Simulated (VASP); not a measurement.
The system is Sb.

```xyz
2
Lattice="3.3545 0.0000 0.0000 -1.6773 2.9051 0.0000 0.0000 0.0000 5.4702" Properties=species:S:1:pos:R:3 pbc="T T T"
Sb    1.6773    0.9684    4.1026
Sb    0.0000    1.9367    1.3675
```

This isn't the form of Sb at room conditions, which is rhombohedral.

```yaml
Program: VASP 6.6.1
Task: relaxation of cell and atoms
Functional: PBEsol-based global hybrid with 25 % exact exchange
Potentials_or_basis: VASP PAW PBE potentials, release 64 (Sb)
Cutoff: 600 eV
k_mesh: 5 × 5 × 3
Occupations: fermi-dirac, width 0.05 eV
Spin: no spin polarisation
```

At the start: pressure -5.2 GPa; volume 26.65 Å³/atom.

**Question.** How do energy, volume and symmetry change on relaxing?

**Answer.** Over 8 steps the energy falls by 44.7 meV/atom and the volume is 24.73 Å³/atom (-7.2 %); space group P6_3/mmc (No. 194, to 0.1 Å) before and after.

The path:
| step | energy change (eV) | largest force (eV/Å) | pressure (GPa) | volume (Å³) |
| --- | --- | --- | --- | --- |
| 1 | 0.0000 | 0.0000 | -5.22 | 53.31 |
| 2 | -0.0392 | 0.0000 | 5.24 | 46.84 |
| 3 | -0.0893 | 0.0000 | 0.05 | 49.41 |
| 4 | -0.0892 | 0.0000 | 0.16 | 49.33 |
| 5 | -0.0893 | 0.0000 | 0.04 | 49.42 |
| 6 | -0.0893 | 0.0000 | 0.08 | 49.38 |
| 7 | -0.0893 | 0.0000 | 0.09 | 49.38 |
| 8 | -0.0893 | 0.0000 | -0.04 | 49.46 |

Final structure:
```
Sb
1.0
     3.23961    0.00000    0.00000
    -1.61980    2.80558    0.00000
     0.00000    0.00000    5.44204
Sb
2
Cartesian
  1.6198 0.9352 4.0815
  0.0000 1.8704 1.3605
```

Caveat: the k points lie up to 0.45 Å⁻¹ apart in the final cell, too coarse for converged energies and pressures of a metal; the PAW data sets were made with another functional, which shifts forces and pressure a little.
